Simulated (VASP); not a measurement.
# AlN (Cm) in VASP: single point with PBE

Aim: the single point of AlN with PBE.

Everything below comes from runs of VASP 6.6.1. Logs are shortened: lines on timing, memory, paths and dates and some standing lists are left out, and cuts for length are marked.

### Step 1. The cell of the first run

The structure is monoclinic, space group Cm (No. 8). Conventional cell: a = 5.388 Å, b = 3.111 Å, c = 10.314 Å, α = 90.00°, β = 105.14°, γ = 90.00°. Within 2.5 Å of Al (site symmetry m) lie 5 N at 1.89 to 2.47 Å. Within 2.5 Å of Al (site symmetry m) lie 4 N at 1.89 to 1.92 Å. Al (site symmetry m) has 4 N at 1.89 to 1.92 Å within 2.5 Å. Within 2.5 Å of Al (site symmetry m) lie 4 N at 1.89 to 1.92 Å. Within 2.5 Å of N (site symmetry m) lie 5 Al at 1.89 to 2.47 Å. Within 2.5 Å of N (site symmetry m) lie 4 Al at 1.89 to 1.92 Å. N (site symmetry m) has 4 Al at 1.89 to 1.92 Å within 2.5 Å. Within 2.5 Å of N (site symmetry m) lie 4 Al at 1.89 to 1.92 Å.

### Step 2. Single point, PBE

The input, INCAR:

```
PREC     = Accurate       # precision mode
ENCUT    = 520            # plane-wave cutoff, eV
EDIFF    = 1E-7           # SCF threshold, eV
ISMEAR   = 0              # smearing method
SIGMA    = 0.05           # smearing width, eV
LREAL    = False          # projectors in reciprocal space
LASPH    = True           # aspherical terms in the spheres
NELM     = 100            # most SCF steps
ALGO     = Normal         # electronic algorithm
ISIF     = 2              # what is computed and relaxed
LWAVE    = False          # write WAVECAR
LCHARG   = False          # write CHGCAR
GGA      = PE             # functional
NBANDS   = 26             # bands
ISYM     = 0
```

The input, KPOINTS:

```
Automatic mesh
0
Gamma
  8 8 3
```

The input, POSCAR:

```
AlN
1.0
   -3.1110021516      0.0000000000      0.0000000000
   -1.5555010758     -2.6942068945      0.0000000000
   -1.5555010758      0.0000000000      9.9560000000
Al N
4 4
Direct
   -0.1185416667      0.3333333333      0.9037500000
    0.1314583333      0.3333333333      0.4037500000
    0.5897916667      0.6666666667      0.1537500000
    0.3397916667      0.6666666667      0.6537500000
    0.2852083333      0.3333333333      0.0962500000
    0.0352083333      0.3333333333      0.5962500000
    0.4935416667      0.6666666667      0.3462500000
    0.2435416667      0.6666666667      0.8462500000
```

Potentials or basis: VASP PAW PBE potentials, release 64 (Al, N).

On the command line:

```bash
> cat potpaw_PBE.64/Al/POTCAR potpaw_PBE.64/N/POTCAR > POTCAR
> mpirun -np 1 vasp_std > vasp.out
```

OUTCAR:

```text
PREC = Accurate
   ENCUT = 520
   EDIFF = 1E-7
   ISMEAR = 0
   LREAL = False
   LASPH = True
   NELM = 100
   ISIF = 2
   GGA = PE
   ISYM = 0

 ion  position               nearest neighbor table
   1  0.881  0.333  0.904-   8 1.89   8 1.89   8 1.89   5 2.47   5 2.47   3 2.65   4 3.07   4 3.07
                             4 3.07
   2  0.131  0.333  0.404-   7 1.89   7 1.89   7 1.89   6 1.92   3 3.07   4 3.07   4 3.07   3 3.07
                             3 3.07   4 3.07
   3  0.590  0.667  0.154-   5 1.89   5 1.89   5 1.89   7 1.92   1 2.65   2 3.07   2 3.07   2 3.07

   4  0.340  0.667  0.654-   6 1.89   6 1.89   6 1.89   8 1.92   2 3.07   1 3.07   1 3.07   2 3.07
                             1 3.07   2 3.07
   5  0.285  0.333  0.096-   3 1.89   3 1.89   3 1.89   1 2.47   1 2.47
   6  0.035  0.333  0.596-   4 1.89   4 1.89   4 1.89   2 1.92
   7  0.494  0.667  0.346-   2 1.89   2 1.89   2 1.89   3 1.92
   8  0.244  0.667  0.846-   1 1.89   1 1.89   1 1.89   4 1.92

IMPORTANT INFORMATION: All symmetrisations will be switched off!
NOSYMM: (Re-)initialisation of all symmetry stuff for point group C_1.

----------------------------------------------------------------------------------------

                                     Primitive cell

  volume of cell :      83.4480

  direct lattice vectors                    reciprocal lattice vectors
    -3.111002152  0.000000000  0.000000000    -0.321439829  0.185583372 -0.050220972
    -1.555501076 -2.694206895  0.000000000     0.000000000 -0.371166744  0.000000000
    -1.555501076  0.000000000  9.956000000     0.000000000  0.000000000  0.100441945

  length of vectors
     3.111002152  3.111002152 10.076781212     0.374548926  0.371166744  0.100441945

  position of ions in fractional coordinates (direct lattice)
     0.881458333  0.333333333  0.903750000
     0.131458333  0.333333333  0.403750000
     0.589791667  0.666666667  0.153750000
     0.339791667  0.666666667  0.653750000
     0.285208333  0.333333333  0.096250000
     0.035208333  0.333333333  0.596250000
     0.493541667  0.666666667  0.346250000
     0.243541667  0.666666667  0.846250000

  ion indices of the primitive-cell ions
   primitive index   ion index
                 1           1
                 2           2
                 3           3
                 4           4
                 5           5
                 6           6
                 7           7
                 8           8

----------------------------------------------------------------------------------------

[... 92 lines left out ...]
   LREAL  =      F    real-space projection
   EDIFFG = 0.1E-05   stopping-criterion for IOM
   NSW    =      0    number of steps for IOM
   IBRION =     -1    ionic relax: 0-MD 1-quasi-New 2-CG
   NFREE  =      0    steps in history (QN), initial steepest desc. (CG)
   ISIF   =      2    stress and relaxation
   ISYM   =      0    0-nonsym 1-usesym 2-fastsym
   POTIM  = 0.5000    time-step for ionic-motion
   TEBEG  =    0.0;   TEEND  =   0.0 temperature during run
   PSTRESS=    0.0 pullay stress
   NELECT =      32.0000    total number of electrons
   NUPDOWN=      -1.0000    fix difference up-down
   EMIN   =  10.00;   EMAX   =-10.00  energy-range for DOS
   EFERMI =   0.00;   METHOD = LEGACY
   ISMEAR =     0;   SIGMA  =   0.05  broadening in eV -4-tet -1-fermi 0-gaus
   EFERMI_NEDOS =   21; number of points for ismear=-14 and -15
   IALGO  =     38    algorithm
   IMIX   =      4    mixing-type and parameters
     AMIX     =   0.40;   BMIX     =  1.00
     AMIX_MAG =   1.60;   BMIX_MAG =  1.00
  volume/ion in A,a.u.               =      10.43        70.39
  Fermi-wavevector in a.u.,A,eV,Ry     =   1.189377  2.247596 19.247033  1.414617
  Thomas-Fermi vector in A             =   2.325485
   LORBIT       =      0    0 simple, 1 ext, 2 COOP (PROOUT), +10 PAW based schemes
   GGA     = PE    functional components
   LHFCALC =     F    Hartree Fock is set to
   AEXX    =    0.0000 exact exchange contribution
   IVDW    =     0    specifies the selected vdW correction
   LEPSILON=     F    determine dielectric tensor
   LRPA    =     F    only Hartree local field effects (RPA)
 non-spin polarized calculation
 Gauss-broadening in eV      SIGMA  =   0.05
  energy-cutoff  :      520.00
  volume of cell :       83.45
 maximum number of plane-waves:      2274
   NGX = 11   NGY = 11   NGZ = 37

 number of electron      31.9999997 magnetization

 Free energy of the ion-electron system (eV)
  ---------------------------------------------------
  ext. energy  EPLUGINS =         0.00000000
  ---------------------------------------------------
  free energy    TOTEN  =       -58.06793176 eV

  energy without entropy =      -58.06793176  energy(sigma->0) =      -58.06793176

 E-fermi :   6.9604     XC(G=0): -10.9545

 val. band max:        6.6684020690   @ k =   0.0000   0.0000   0.0000
 cond. band min:       9.8001369392   @ k =   0.0000   0.0000   0.0000
 fundamental gap:      3.1317348702
 Fermi energy:         6.9604175460

 k-point     1 :       0.0000    0.0000    0.0000
  band No.  band energies     occupation
      1      -8.9657      2.00000
      2      -8.0834      2.00000
      3      -8.0384      2.00000
      4      -6.7695      2.00000
      5       0.2857      2.00000
      6       2.8636      2.00000
[... 685 lines left out ...]
     25      16.7456      0.00000
     26      17.2104      0.00000

 [... further k-points ...]
[... 5 lines left out ...]
  --------------------------------------------------------------------------------------
  -------------------------------------------------------------------------------------
  Total       -2.8122796      2.3938861      4.6186034      0.0000106      1.3053936      0.0000292
  in kB      -53.9949242     45.9618949     88.6757995      0.0002043     25.0631648      0.0005608
  external PRESSURE =      26.8809234 kB  Pullay stress =       0.0000000 kB

 VOLUME and BASIS-vectors are now :
 -----------------------------------------------------------------------------
  energy-cutoff  :      520.00
  volume of cell :       83.45
      direct lattice vectors                 reciprocal lattice vectors
    -3.111002152  0.000000000  0.000000000    -0.321439829  0.185583372 -0.050220972
    -1.555501076 -2.694206895  0.000000000     0.000000000 -0.371166744  0.000000000
    -1.555501076  0.000000000  9.956000000     0.000000000  0.000000000  0.100441945

 POSITION                                       TOTAL-FORCE (eV/Angst)
 -----------------------------------------------------------------------------------
     -4.66650     -0.89807      8.99774        -0.000058      0.508573     -0.093533
     -1.55550     -0.89807      4.01974        -0.000057     -0.000724      0.081068
     -3.11100     -1.79614      1.53074        -0.000061     -0.508378      1.418292
     -3.11100     -1.79614      6.50874        -0.000060     -0.086084      0.047934
     -1.55550     -0.89807      0.95826         0.000061      0.750520     -0.372414
     -1.55550     -0.89807      5.93626         0.000070     -0.031017     -0.153648
     -3.11100     -1.79614      3.44726         0.000058      0.074580     -0.106532
     -3.11100     -1.79614      8.42526         0.000048     -0.707470     -0.821168
 -----------------------------------------------------------------------------------
    total drift:                                0.000477     -0.000024      0.000169

  FREE ENERGIE OF THE ION-ELECTRON SYSTEM (eV)
  ---------------------------------------------------
  free  energy   TOTEN  =       -58.0679317607 eV

  energy  without entropy=      -58.0679317607  energy(sigma->0) =      -58.06793176
```

stdout:

```text
POSCAR found type information on POSCAR AlN
 POSCAR found :  2 types and       8 ions
 scaLAPACK will be used
 LDA part: xc-table for (Slater+PW92), standard interpolation
 -----------------------------------------------------------------------------
|                                                                             |
|           W    W    AA    RRRRR   N    N  II  N    N   GGGG   !!!           |
|           W    W   A  A   R    R  NN   N  II  NN   N  G    G  !!!           |
|           W    W  A    A  R    R  N N  N  II  N N  N  G       !!!           |
|           W WW W  AAAAAA  RRRRR   N  N N  II  N  N N  G  GGG   !            |
|           WW  WW  A    A  R   R   N   NN  II  N   NN  G    G                |
|           W    W  A    A  R    R  N    N  II  N    N   GGGG   !!!           |
|                                                                             |
|     Your reciprocal lattice and k-lattice belong to different lattice       |
|     classes:                                                                |
|                                                                             |
|        The reciprocal lattice is body-centered orthorhombic,                |
|        whereas your k-lattice is base-centered monoclinic.                  |
|                                                                             |
|     Results are often still useful ...                                      |
|                                                                             |
 -----------------------------------------------------------------------------

 POSCAR, INCAR and KPOINTS ok, starting setup
 FFT: planning ... GRIDC
 FFT: planning ... GRID_SOFT
 FFT: planning ... GRID
 WAVECAR not read
 entering main loop
```

Wall time 3.6 min (1 thread of Intel Xeon 6975P-C, shared host); peak memory 0.3 GiB.

Results:

```yaml
Free_energy: -58.0679 eV
Pressure: 2.7 GPa
Largest_force: 1.507 eV/Å
Band_gap_on_the_k_mesh: 3.13 eV, direct
```

Forces in eV/Å, atoms in the order of the input:
```
Al   0.000  0.509 -0.094
Al   0.000 -0.001  0.081
Al   0.000 -0.508  1.418
Al   0.000 -0.086  0.048
N    0.000  0.751 -0.372
N    0.000 -0.031 -0.154
N    0.000  0.075 -0.107
N    0.000 -0.707 -0.821
```

Caveat: forces of over 1 eV/Å act on the atoms, so gaps and moduli don't describe the material at rest.
